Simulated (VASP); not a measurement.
# SrO (pbe) (I4/mmm) in VASP: notebook

The runs below take SrO (pbe) through single point, relaxation of the atoms, with PBE.

All numbers are computed with VASP 6.6.1; they aren't measurements. Logs are shortened: lines on timing, memory, paths and dates and some standing lists are left out, and cuts for length are marked.

**1. The cell of the first run**

It takes space group I4/mmm (No. 139, tetragonal). The conventional cell has a = 3.637 Å, b = 3.637 Å, c = 5.226 Å, α = 90.00°, β = 90.00°, γ = 90.00°. Sr (site symmetry 4/mmm) has 6 O at 2.57 to 2.61 Å within 3.4 Å. Within 3.4 Å of O (site symmetry 4/mmm) lie 6 Sr at 2.57 to 2.61 Å.

**2. Single point, PBE (strained cell)**

Contents of INCAR:

```
PREC = Accurate
ENCUT = 600
EDIFF = 1E-6
ISMEAR = 0
SIGMA = 0.02
LREAL = F
LASPH = T
NELM = 120
ALGO = Normal
ISIF = 2
LWAVE = F
LCHARG = T
GGA = PE
LELF = T
LVHAR = T
NBANDS = 15
GGA_COMPAT = F
```

Contents of KPOINTS:

```
regular mesh
0
Gamma
  6 6 6
```

Contents of POSCAR:

```
SrO
1.0
    0.0000000000      2.5716301319      2.6131918310
    2.5716301319      0.0000000000      2.6131918310
    2.5716301319      2.5716301319      0.0000000000
Sr O
1 1
Direct
    0.0000000000      0.0000000000      0.0000000000
    0.5000000000      0.5000000000      0.5000000000
```

Potentials or basis: VASP PAW PBE potentials, release 64 (Sr_sv, O).

Command:

```bash
$ cat potpaw_PBE.64/Sr_sv/POTCAR potpaw_PBE.64/O/POTCAR > POTCAR
$ mpirun -np 1 vasp_std > vasp.out
```

OUTCAR:

```text
PREC = Accurate
   ENCUT = 600
   EDIFF = 1E-6
   ISMEAR = 0
   LREAL = F
   LASPH = T
   NELM = 120
   ISIF = 2
   GGA = PE

 ion  position               nearest neighbor table
   1  0.000  0.000  0.000-   2 2.57   2 2.57   2 2.57   2 2.57   2 2.61   2 2.61
   2  0.500  0.500  0.500-   1 2.57   1 2.57   1 2.57   1 2.57   1 2.61   1 2.61

  LATTYP: Found a body centered tetragonal cell.
 ALAT       =     3.6368342099
 C/A-ratio  =     1.4370695391

  Lattice vectors:

 A1 = (  -2.5716301319,   0.0000000000,   2.6131918310)
 A2 = (   2.5716301319,   0.0000000000,   2.6131918310)
 A3 = (   0.0000000000,   2.5716301319,  -2.6131918310)

Analysis of symmetry for initial positions (statically):
=====================================================================
 Subroutine PRICEL returns:
 Original cell was already a primitive cell.

 Routine SETGRP: Setting up the symmetry group for a
 body centered tetragonal supercell.

 Subroutine GETGRP returns: Found 16 space group operations
 (whereof 16 operations were pure point group operations)
 out of a pool of 16 trial point group operations.

The static configuration has the point symmetry D_4h.

Analysis of symmetry for dynamics (positions and initial velocities):
=====================================================================
 Subroutine PRICEL returns:
 Original cell was already a primitive cell.

 Routine SETGRP: Setting up the symmetry group for a
 body centered tetragonal supercell.

 Subroutine GETGRP returns: Found 16 space group operations
 (whereof 16 operations were pure point group operations)
 out of a pool of 16 trial point group operations.

The dynamic configuration has the point symmetry D_4h.

 Subroutine INISYM returns: Found 16 space group operations
 (whereof 16 operations are pure point group operations),
 and found     1 'primitive' translations

----------------------------------------------------------------------------------------

                                     Primitive cell

  volume of cell :      34.5635

  direct lattice vectors                    reciprocal lattice vectors
     0.000000000  2.571630132  2.613191831    -0.194429204  0.194429204  0.191336891
     2.571630132  0.000000000  2.613191831     0.194429204 -0.194429204  0.191336891
     2.571630132  2.571630132  0.000000000     0.194429204  0.194429204 -0.191336891

  length of vectors
     3.666340557  3.666340557  3.636834210     0.334985428  0.334985428  0.334985428

  position of ions in fractional coordinates (direct lattice)
     0.000000000  0.000000000  0.000000000
     0.500000000  0.500000000  0.500000000

  ion indices of the primitive-cell ions
   primitive index   ion index
                 1           1
                 2           2

----------------------------------------------------------------------------------------

 KPOINTS: regular mesh

Automatic generation of k-mesh.
 Grid dimensions read from file:
 generate k-points for:    6    6    6

 Generating k-lattice:

  Cartesian coordinates                     Fractional coordinates (reciprocal lattice)
    -0.032404867  0.032404867  0.031889482     0.166666667 -0.000000000  0.000000000
     0.032404867 -0.032404867  0.031889482    -0.000000000  0.166666667  0.000000000
     0.032404867  0.032404867 -0.031889482     0.000000000  0.000000000  0.166666667

  Length of vectors
     0.055830905  0.055830905  0.055830905

  Shift w.r.t. Gamma in fractional coordinates (k-lattice)
     0.000000000  0.000000000  0.000000000

 Subroutine IBZKPT returns following result:
 ===========================================

 Found     30 irreducible k-points:

 Following reciprocal coordinates:
            Coordinates               Weight
  0.000000  0.000000  0.000000      1.000000
  0.166667 -0.000000  0.000000      8.000000
  0.333333  0.000000  0.000000      8.000000
  0.500000  0.000000  0.000000      4.000000
  0.166667  0.166667  0.000000      2.000000
  0.333333  0.166667  0.000000      8.000000
[... 16 lines left out ...]
  0.333333  0.000000  0.333333      4.000000
  0.500000 -0.000000  0.333333     16.000000
 [... further k-points ...]
   k-points           NKPTS =     30   k-points in BZ     NKDIM =     30   number of bands    NBANDS=     15
   number of dos      NEDOS =    301   number of ions     NIONS =      2
   total plane-waves  NPLWV =  27000
   dimension x,y,z NGX =    30 NGY =   30 NGZ =   30
   dimension x,y,z NGXF=    60 NGYF=   60 NGZF=   60
   ions per type =               1   1
   NGX,Y,Z   is equivalent  to a cutoff of  13.60, 13.60, 13.71 a.u.
   NGXF,Y,Z  is equivalent  to a cutoff of  27.21, 27.21, 27.43 a.u.
 SYSTEM =  unknown system
   PREC   = accura    normal or accurate (medium, high low for compatibility)
   ISTART =      0    job   : 0-new  1-cont  2-samecut
   ICHARG =      2    charge: 1-file 2-atom 10-const
   ISPIN  =      1    spin polarized calculation?
   LNONCOLLINEAR =      F non collinear calculations
   LSORBIT =      F    spin-orbit coupling
   LASPH  =      T    aspherical Exc in radial PAW
   ENCUT  =  600.0 eV  44.10 Ry    6.64 a.u.   7.32  7.32  7.26*2*pi/ulx,y,z
   NELM   =    120;   NELMIN=  2; NELMDL= -5     # of ELM steps
   EDIFF  = 0.1E-05   stopping-criterion for ELM
   LREAL  =      F    real-space projection
   EDIFFG = 0.1E-04   stopping-criterion for IOM
   NSW    =      0    number of steps for IOM
   IBRION =     -1    ionic relax: 0-MD 1-quasi-New 2-CG
   NFREE  =      0    steps in history (QN), initial steepest desc. (CG)
   ISIF   =      2    stress and relaxation
   ISYM   =      2    0-nonsym 1-usesym 2-fastsym
   POTIM  = 0.5000    time-step for ionic-motion
   TEBEG  =    0.0;   TEEND  =   0.0 temperature during run
   PSTRESS=    0.0 pullay stress
   NELECT =      16.0000    total number of electrons
   NUPDOWN=      -1.0000    fix difference up-down
   EMIN   =  10.00;   EMAX   =-10.00  energy-range for DOS
   EFERMI =   0.00;   METHOD = LEGACY
   ISMEAR =     0;   SIGMA  =   0.02  broadening in eV -4-tet -1-fermi 0-gaus
   EFERMI_NEDOS =   21; number of points for ismear=-14 and -15
   IALGO  =     38    algorithm
   IMIX   =      4    mixing-type and parameters
     AMIX     =   0.40;   BMIX     =  1.00
     AMIX_MAG =   1.60;   BMIX_MAG =  1.00
  volume/ion in A,a.u.               =      17.28       116.62
  Fermi-wavevector in a.u.,A,eV,Ry     =   1.266413  2.393174 21.821053  1.603802
  Thomas-Fermi vector in A             =   2.399615
   LORBIT       =      0    0 simple, 1 ext, 2 COOP (PROOUT), +10 PAW based schemes
   GGA     = PE    functional components
   LHFCALC =     F    Hartree Fock is set to
   AEXX    =    0.0000 exact exchange contribution
   IVDW    =     0    specifies the selected vdW correction
   LEPSILON=     F    determine dielectric tensor
   LRPA    =     F    only Hartree local field effects (RPA)
 non-spin polarized calculation
 Gauss-broadening in eV      SIGMA  =   0.02
  energy-cutoff  :      600.00
  volume of cell :       34.56
 maximum number of plane-waves:      1179
 NGX is ok and might be reduce to    30
   NGX = 15   NGY = 15   NGZ = 15

 number of electron      15.9999999 magnetization

 Free energy of the ion-electron system (eV)
  ---------------------------------------------------
  ext. energy  EPLUGINS =         0.00000000
  ---------------------------------------------------
  free energy    TOTEN  =       -12.05012801 eV

  energy without entropy =      -12.05012801  energy(sigma->0) =      -12.05012801

 E-fermi :   1.8364     XC(G=0):  -9.9467

 val. band max:        1.6018244600   @ k =   0.0000   0.0000   0.0000
 cond. band min:       4.8412301205   @ k =   0.5000   0.0000   0.5000
 fundamental gap:      3.2394056604
 Fermi energy:         1.8363723914

 k-point     1 :       0.0000    0.0000    0.0000
  band No.  band energies     occupation
      1     -30.8627      2.00000
      2     -13.4856      2.00000
      3     -12.5268      2.00000
      4     -12.5134      2.00000
      5     -12.5134      2.00000
      6       1.5490      2.00000
      7       1.6018      2.00000
      8       1.6018      2.00000
      9       5.4428      0.00000
     10       7.6801      0.00000
     11       7.7996      0.00000
     12       7.7996      0.00000
     13       9.7918      0.00000
     14       9.9939      0.00000
     15      14.2165      0.00000

 k-point     2 :       0.1667   -0.0000    0.0000
  band No.  band energies     occupation
      1     -30.8310      2.00000
      2     -14.0474      2.00000
      3     -12.5465      2.00000
      4     -12.5301      2.00000
      5     -12.0334      2.00000
      6       0.8695      2.00000
      7       1.2539      2.00000
      8       1.2777      2.00000
      9       6.5822      0.00000
     10       7.5599      0.00000
     11       8.2535      0.00000
     12       8.3141      0.00000
     13      10.4654      0.00000
     14      10.6779      0.00000
     15      15.8390      0.00000

 k-point     3 :       0.3333    0.0000    0.0000
  band No.  band energies     occupation
      1     -30.7668      2.00000
      2     -14.7199      2.00000
      3     -12.5926      2.00000
      4     -12.5629      2.00000
      5     -11.5176      2.00000
      6      -0.1406      2.00000
      7       0.7155      2.00000
      8       0.7215      2.00000
      9       7.7209      0.00000
     10       8.7149      0.00000
     11       9.5338      0.00000
     12       9.5627      0.00000
     13      11.9921      0.00000
     14      12.2041      0.00000
     15      17.2372      0.00000

 k-point     4 :       0.5000    0.0000    0.0000
  band No.  band energies     occupation
      1     -30.7343      2.00000
      2     -14.9842      2.00000
      3     -12.6152      2.00000
      4     -12.5789      2.00000
      5     -11.3317      2.00000
      6      -0.5540      2.00000
      7       0.4766      2.00000
      8       0.4790      2.00000
      9       8.0627      0.00000
     10       9.9047      0.00000
     11      10.3230      0.00000
     12      10.3505      0.00000
     13      13.2527      0.00000
     14      13.4212      0.00000
     15      16.1328      0.00000
[... 307 lines left out ...]
 k-point    22 :      -0.3333    0.5000    0.1667
  band No.  band energies     occupation
      1     -30.6991      2.00000
      2     -14.0605      2.00000
      3     -13.2955      2.00000
      4     -12.9954      2.00000
      5     -12.0640      2.00000
      6       0.7081      2.00000
      7       1.0374      2.00000
      8       1.2552      2.00000
      9       6.2669      0.00000
     10       9.1007      0.00000
     11       9.9024      0.00000
     12      12.4962      0.00000
     13      12.5251      0.00000
     14      14.2781      0.00000
     15      14.8412      0.00000

 k-point    23 :       0.3333    0.0000    0.3333
  band No.  band energies     occupation
      1     -30.7358      2.00000
      2     -14.2006      2.00000
      3     -12.7932      2.00000
      4     -12.7817      2.00000
      5     -12.2866      2.00000
      6       0.4745      2.00000
      7       1.3967      2.00000
      8       1.4603      2.00000
      9       5.3546      0.00000
     10       8.2487      0.00000
     11      11.1021      0.00000
     12      11.1945      0.00000
     13      11.2215      0.00000
     14      12.0821      0.00000
     15      18.0057      0.00000

 k-point    24 :       0.5000   -0.0000    0.3333
  band No.  band energies     occupation
      1     -30.7044      2.00000
      2     -14.1674      2.00000
      3     -13.0953      2.00000
      4     -12.8092      2.00000
      5     -12.2947      2.00000
      6       0.8265      2.00000
      7       1.0735      2.00000
      8       1.2223      2.00000
      9       5.6726      0.00000
     10       9.3604      0.00000
     11      10.5498      0.00000
     12      11.6193      0.00000
     13      12.2153      0.00000
     14      13.7515      0.00000
     15      15.1890      0.00000

 [... further k-points ...]

------------------------ aborting loop because EDIFF is reached ----------------------------------------

  FORCE on cell =-STRESS in cart. coord.  units (eV):
  Direction    XX          YY          ZZ          XY          YZ          ZX
  --------------------------------------------------------------------------------------
  -------------------------------------------------------------------------------------
  Total        0.5180417      0.5180417      0.0816522      0.0000000     -0.0000000      0.0000000
  in kB       24.0135842     24.0135842      3.7849508      0.0000000     -0.0000000      0.0000000
  external PRESSURE =      17.2707064 kB  Pullay stress =       0.0000000 kB

 VOLUME and BASIS-vectors are now :
 -----------------------------------------------------------------------------
  energy-cutoff  :      600.00
  volume of cell :       34.56
      direct lattice vectors                 reciprocal lattice vectors
     0.000000000  2.571630132  2.613191831    -0.194429204  0.194429204  0.191336891
     2.571630132  0.000000000  2.613191831     0.194429204 -0.194429204  0.191336891
     2.571630132  2.571630132  0.000000000     0.194429204  0.194429204 -0.191336891

 POSITION                                       TOTAL-FORCE (eV/Angst)
 -----------------------------------------------------------------------------------
      0.00000      0.00000      0.00000         0.000000      0.000000      0.000000
      2.57163      2.57163      2.61319        -0.000000     -0.000000     -0.000000
 -----------------------------------------------------------------------------------
    total drift:                                0.000000      0.000000      0.000000

  FREE ENERGIE OF THE ION-ELECTRON SYSTEM (eV)
  ---------------------------------------------------
  free  energy   TOTEN  =       -12.0501280099 eV

  energy  without entropy=      -12.0501280099  energy(sigma->0) =      -12.05012801
```

Run time: 20 s. Hardware: 1 thread of Intel Xeon Platinum 8375C at 2.90GHz (Ice Lake), shared host; peak memory 0.18 GiB.

What came out:

* Free energy: -12.0501 eV
* Pressure: 1.7 GPa
* Band gap on the k mesh: 3.24 eV, indirect (least direct gap 3.33 eV)

Stress tensor (GPa, compression positive):
```
2.40 0.00 0.00
0.00 2.40 0.00
0.00 0.00 0.38
```

Caveat: the cell differs from its parent crystal (strained cell). A k mesh can miss the band edges.

(Continued in part 2 of 2.)
